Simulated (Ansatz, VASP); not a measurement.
## Two plane-wave programs on Ce

INCAR

```
SYSTEM = Ce
PREC = Accurate
ENCUT = 520
EDIFF = 1E-7
ISMEAR = 0
SIGMA = 0.05
LREAL = .FALSE.
LASPH = .TRUE.
NELM = 60
ALGO = Normal
ISIF = 2
LWAVE = .FALSE.
LCHARG = .TRUE.
LELF = .TRUE.
LVHAR = .TRUE.
NBANDS = 19
```

File KPOINTS:

```
Automatic mesh
0
G
  14 14 8
  0 0 0
```

The input POSCAR:

```
Ce
1.0
    1.5751146900     -3.0862938500      0.0000000000
    1.5751146900      3.0862938500      0.0000000000
    0.0000000000      0.0000000000      5.2209821000
Ce
2
Direct
    0.9031467200      0.0968532800      0.7500000000
    0.0968532800      0.9031467200      0.2500000000
```

Input for Ansatz:

```yaml
crystal:
  lattice:
    - [1.57511469, -3.08629385, 0.0]
    - [1.57511469, 3.08629385, 0.0]
    - [0.0, 0.0, 5.2209821]
  atoms:
    - { symbol: Ce, position: [0.90314672, 0.09685328, 0.75] }
    - { symbol: Ce, position: [0.09685328, 0.90314672, 0.25] }
basis:
  ecutwfc: 420
kpoints:
  mp_grid: { grid: [14, 14, 8] }
hamiltonian:
  xc: lda
scf:
  occupations: { method: gaussian, width: 0.05 }
output:
  forces: true
  eigenvalues: true
  eigenstates:
    nscf_kmesh: { grid: [22, 22, 12] }
    top_band: c6
    de_dk: true
    localisation: false
  stress: true
checkpoint:
  write: ck
  compress: false
  write_wavefunctions: false
  write_every: 100000
```

Alike in both runs: task single point; functional LDA; k mesh 14 × 14 × 8; occupations gaussian, width 0.05 eV; no spin polarisation.

```csv
,VASP,Ansatz
version,VASP 6.6.1,Ansatz 0.2.0
potentials or method,"VASP PAW LDA potentials, release 64 (Ce), cutoff 520 eV","scalar-relativistic, plane waves, PAW"
valence electrons in the cell,24,24
```

|  | VASP | Ansatz | Ansatz less VASP |
| --- | --- | --- | --- |
| pressure (GPa) | -5.5 | -5.1 | +0.35 |
| traceless stress, the component that is largest in VASP (GPa) | 0.61 | 0.55 | -0.061 |
| rms of the force components (eV/Å) | 0.003 | 0.008 | +0.0043 |

LDA's correlation is that of Perdew and Zunger in VASP and of Perdew and Wang (1992) in Ansatz. Atom by atom the forces differ by 0.011 eV/Å (rms over components).

Spin-orbit coupling is off throughout.
